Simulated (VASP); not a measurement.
# CsGe3 (Pm-3m) in VASP: notebook, part 2 of 3

VASP 6.6.1. The steps go on from the part before.

## 3. Single point, PBE

This run uses another cell than the first one, of 27.44 Å³/atom.

File INCAR:

```
SYSTEM = CsGe3
PREC     = Accurate       ! precision mode
ENCUT    = 520            ! plane-wave cutoff, eV
EDIFF    = 1E-7           ! SCF threshold, eV
ISMEAR   = 0              ! smearing method
SIGMA    = 0.1            ! smearing width, eV
LREAL    = .False.        ! projectors in reciprocal space
LASPH    = .True.         ! aspherical terms in the spheres
NELM     = 60             ! most SCF steps
ALGO     = Normal         ! electronic algorithm
ISIF     = 2              ! what is computed and relaxed
LWAVE    = .False.        ! write WAVECAR
LCHARG   = .False.        ! write CHGCAR
GGA      = PE             ! functional
NBANDS   = 34             ! bands
```

File KPOINTS:

```
Automatic mesh
0
Gamma
  10 10 10
  0 0 0
```

File POSCAR:

```
CsGe3
1.0
    4.7877420770      0.0000000000      0.0000000000
    0.0000000000      4.7877420770      0.0000000000
    0.0000000000      0.0000000000      4.7877420770
Cs Ge
1 3
Direct
    0.0000000000      0.0000000000      0.0000000000
    0.0000000000      0.5000000000      0.5000000000
    0.5000000000      0.5000000000      0.0000000000
    0.5000000000      0.0000000000      0.5000000000
```

Potentials or basis: VASP PAW PBE potentials, release 64 (Cs_sv, Ge_d).

On the command line:

```
> cat potpaw_PBE.64/Cs_sv/POTCAR potpaw_PBE.64/Ge_d/POTCAR > POTCAR
> mpirun -np 1 vasp_std > vasp.out
```

OUTCAR:

```text
SYSTEM = CsGe3
   PREC = Accurate
   ENCUT = 520
   EDIFF = 1E-7
   ISMEAR = 0
   LREAL = .False.
   LASPH = .True.
   NELM = 60
   ISIF = 2
   GGA = PE

 ion  position               nearest neighbor table
   1  0.000  0.000  0.000-
   2  0.000  0.500  0.500-
   3  0.500  0.500  0.000-
   4  0.500  0.000  0.500-

  LATTYP: Found a simple cubic cell.
 ALAT       =     4.7877420770

  Lattice vectors:

 A1 = (   4.7877420770,   0.0000000000,   0.0000000000)
 A2 = (   0.0000000000,   4.7877420770,   0.0000000000)
 A3 = (   0.0000000000,   0.0000000000,   4.7877420770)

Analysis of symmetry for initial positions (statically):
=====================================================================
 Subroutine PRICEL returns:
 Original cell was already a primitive cell.

 Routine SETGRP: Setting up the symmetry group for a
 simple cubic supercell.

 Subroutine GETGRP returns: Found 48 space group operations
 (whereof 48 operations were pure point group operations)
 out of a pool of 48 trial point group operations.

The static configuration has the point symmetry O_h .

Analysis of symmetry for dynamics (positions and initial velocities):
=====================================================================
 Subroutine PRICEL returns:
 Original cell was already a primitive cell.

 Routine SETGRP: Setting up the symmetry group for a
 simple cubic supercell.

 Subroutine GETGRP returns: Found 48 space group operations
 (whereof 48 operations were pure point group operations)
 out of a pool of 48 trial point group operations.

The dynamic configuration has the point symmetry O_h .

 Subroutine INISYM returns: Found 48 space group operations
 (whereof 48 operations are pure point group operations),
 and found     1 'primitive' translations

----------------------------------------------------------------------------------------

                                     Primitive cell

  volume of cell :     109.7469

  direct lattice vectors                    reciprocal lattice vectors
     4.787742077  0.000000000  0.000000000     0.208866723  0.000000000  0.000000000
     0.000000000  4.787742077  0.000000000     0.000000000  0.208866723  0.000000000
     0.000000000  0.000000000  4.787742077     0.000000000  0.000000000  0.208866723

  length of vectors
     4.787742077  4.787742077  4.787742077     0.208866723  0.208866723  0.208866723

  position of ions in fractional coordinates (direct lattice)
     0.000000000  0.000000000  0.000000000
     0.000000000  0.500000000  0.500000000
     0.500000000  0.500000000  0.000000000
     0.500000000  0.000000000  0.500000000

  ion indices of the primitive-cell ions
   primitive index   ion index
                 1           1
                 2           2
                 3           3
                 4           4

----------------------------------------------------------------------------------------

 KPOINTS: Automatic mesh

Automatic generation of k-mesh.
 Grid dimensions read from file:
 generate k-points for:   10   10   10

 Generating k-lattice:

  Cartesian coordinates                     Fractional coordinates (reciprocal lattice)
     0.020886672  0.000000000  0.000000000     0.100000000  0.000000000  0.000000000
     0.000000000  0.020886672  0.000000000     0.000000000  0.100000000  0.000000000
     0.000000000  0.000000000  0.020886672     0.000000000  0.000000000  0.100000000

  Length of vectors
     0.020886672  0.020886672  0.020886672

  Shift w.r.t. Gamma in fractional coordinates (k-lattice)
     0.000000000  0.000000000  0.000000000

 Subroutine IBZKPT returns following result:
 ===========================================

 Found     56 irreducible k-points:

 Following reciprocal coordinates:
            Coordinates               Weight
  0.000000  0.000000  0.000000      1.000000
  0.100000  0.000000  0.000000      6.000000
  0.200000  0.000000  0.000000      6.000000
  0.300000  0.000000  0.000000      6.000000
  0.400000  0.000000  0.000000      6.000000
  0.500000  0.000000  0.000000      3.000000
[... 16 lines left out ...]
  0.200000  0.100000  0.100000     24.000000
  0.300000  0.100000  0.100000     24.000000
 [... further k-points ...]
   k-points           NKPTS =     56   k-points in BZ     NKDIM =     56   number of bands    NBANDS=     34
   number of dos      NEDOS =    301   number of ions     NIONS =      4
   total plane-waves  NPLWV =  46656
   dimension x,y,z NGX =    36 NGY =   36 NGZ =   36
   dimension x,y,z NGXF=    72 NGYF=   72 NGZF=   72
   ions per type =               1   3
   NGX,Y,Z   is equivalent  to a cutoff of  12.50, 12.50, 12.50 a.u.
   NGXF,Y,Z  is equivalent  to a cutoff of  25.00, 25.00, 25.00 a.u.
 SYSTEM =  CsGe3
   PREC   = accura    normal or accurate (medium, high low for compatibility)
   ISTART =      0    job   : 0-new  1-cont  2-samecut
   ICHARG =      2    charge: 1-file 2-atom 10-const
   ISPIN  =      1    spin polarized calculation?
   LNONCOLLINEAR =      F non collinear calculations
   LSORBIT =      F    spin-orbit coupling
   LASPH  =      T    aspherical Exc in radial PAW
   ENCUT  =  520.0 eV  38.22 Ry    6.18 a.u.   8.90  8.90  8.90*2*pi/ulx,y,z
   NELM   =     60;   NELMIN=  2; NELMDL= -5     # of ELM steps
   EDIFF  = 0.1E-06   stopping-criterion for ELM
   LREAL  =      F    real-space projection
   EDIFFG = 0.1E-05   stopping-criterion for IOM
   NSW    =      0    number of steps for IOM
   IBRION =     -1    ionic relax: 0-MD 1-quasi-New 2-CG
   NFREE  =      0    steps in history (QN), initial steepest desc. (CG)
   ISIF   =      2    stress and relaxation
   ISYM   =      2    0-nonsym 1-usesym 2-fastsym
   POTIM  = 0.5000    time-step for ionic-motion
   TEBEG  =    0.0;   TEEND  =   0.0 temperature during run
   PSTRESS=    0.0 pullay stress
   NELECT =      51.0000    total number of electrons
   NUPDOWN=      -1.0000    fix difference up-down
   EMIN   =  10.00;   EMAX   =-10.00  energy-range for DOS
   EFERMI =   0.00;   METHOD = LEGACY
   ISMEAR =     0;   SIGMA  =   0.10  broadening in eV -4-tet -1-fermi 0-gaus
   EFERMI_NEDOS =   21; number of points for ismear=-14 and -15
   IALGO  =     38    algorithm
   IMIX   =      4    mixing-type and parameters
     AMIX     =   0.40;   BMIX     =  1.00
     AMIX_MAG =   1.60;   BMIX_MAG =  1.00
  volume/ion in A,a.u.               =      27.44       185.15
  Fermi-wavevector in a.u.,A,eV,Ry     =   1.268043  2.396255 21.877274  1.607934
  Thomas-Fermi vector in A             =   2.401159
   LORBIT       =      0    0 simple, 1 ext, 2 COOP (PROOUT), +10 PAW based schemes
   GGA     = PE    functional components
   LHFCALC =     F    Hartree Fock is set to
   AEXX    =    0.0000 exact exchange contribution
   IVDW    =     0    specifies the selected vdW correction
   LEPSILON=     F    determine dielectric tensor
   LRPA    =     F    only Hartree local field effects (RPA)
 non-spin polarized calculation
 Gauss-broadening in eV      SIGMA  =   0.10
  energy-cutoff  :      520.00
  volume of cell :      109.75
 maximum number of plane-waves:      3016
 NGX is ok and might be reduce to    36
   NGX = 17   NGY = 17   NGZ = 17

 number of electron      50.9999964 magnetization

 Free energy of the ion-electron system (eV)
  ---------------------------------------------------
  ext. energy  EPLUGINS =         0.00000000
  ---------------------------------------------------
  free energy    TOTEN  =       -11.61910805 eV

  energy without entropy =      -11.60413630  energy(sigma->0) =      -11.61162218

 E-fermi :   3.6039     XC(G=0):  -9.8275

 val. band max:        3.5663022583   @ k =   0.4000   0.3000   0.2000
 cond. band min:       3.6442853020   @ k =   0.3000   0.1000   0.0000
 fundamental gap:      0.0779830437
 Fermi energy:         3.6039252800

 k-point     1 :       0.0000    0.0000    0.0000
  band No.  band energies     occupation
      1     -20.8899      2.00000
      2     -20.8891      2.00000
      3     -20.8891      2.00000
      4     -20.8891      2.00000
      5     -20.8692      2.00000
      6     -20.8692      2.00000
[... 26 lines left out ...]
     33       8.3237      0.00000
     34       8.3278      0.00000
[... 820 lines left out ...]
      4     -20.8801      2.00000
      5     -20.8697      2.00000
      6     -20.8690      2.00000
[... 26 lines left out ...]
     33       9.3708      0.00000
     34       9.8164      0.00000

 [... further k-points ...]

------------------------ aborting loop because EDIFF is reached ----------------------------------------

  FORCE on cell =-STRESS in cart. coord.  units (eV):
  Direction    XX          YY          ZZ          XY          YZ          ZX
  --------------------------------------------------------------------------------------
  -------------------------------------------------------------------------------------
  Total        0.0550857      0.0550857      0.0550857     -0.0000000     -0.0000000      0.0000000
  in kB        0.8041872      0.8041872      0.8041872     -0.0000000     -0.0000000      0.0000000
  external PRESSURE =       0.8041872 kB  Pullay stress =       0.0000000 kB

 VOLUME and BASIS-vectors are now :
 -----------------------------------------------------------------------------
  energy-cutoff  :      520.00
  volume of cell :      109.75
      direct lattice vectors                 reciprocal lattice vectors
     4.787742077  0.000000000  0.000000000     0.208866723  0.000000000  0.000000000
     0.000000000  4.787742077  0.000000000     0.000000000  0.208866723  0.000000000
     0.000000000  0.000000000  4.787742077     0.000000000  0.000000000  0.208866723

 POSITION                                       TOTAL-FORCE (eV/Angst)
 -----------------------------------------------------------------------------------
      0.00000      0.00000      0.00000         0.000000      0.000000      0.000000
      0.00000      2.39387      2.39387         0.000000      0.000000      0.000000
      2.39387      2.39387      0.00000         0.000000      0.000000      0.000000
      2.39387      0.00000      2.39387         0.000000      0.000000      0.000000
 -----------------------------------------------------------------------------------
    total drift:                                0.000000      0.000000      0.000000

  FREE ENERGIE OF THE ION-ELECTRON SYSTEM (eV)
  ---------------------------------------------------
  free  energy   TOTEN  =       -11.6191080525 eV

  energy  without entropy=      -11.6041362986  energy(sigma->0) =      -11.61162218
```

It took 4 min on 1 thread of AMD EPYC 7R13, shared host; peak memory 0.29 GiB.

What came out:

```
Free energy            : -11.6191 eV
Pressure               : 0.1 GPa
Band gap on the k mesh : zero (an odd number of electrons rules out a gap without spin polarisation)
```

Levels at points of the mesh, in eV from the Fermi level:
```csv
k point,band 23,band 24,band 25,band 26,band 27,band 28
"(0.00, 0.00, 0.00)",-1.10,-1.10,-1.10,1.80,1.80,1.80
"(0.50, 0.00, 0.00)",-1.44,-1.44,-0.42,0.73,1.07,1.07
"(0.50, 0.50, 0.00)",-2.42,-0.76,-0.17,-0.17,0.45,1.49
"(0.50, 0.50, 0.50)",-3.48,-0.45,-0.45,-0.45,4.48,4.48
```

Caveat: spin-orbit coupling is left out, which moves the levels of the heavy elements.

[end of part 2 of 3]

The gap in the log of VASP goes by the Fermi energy; the results here count the filled bands.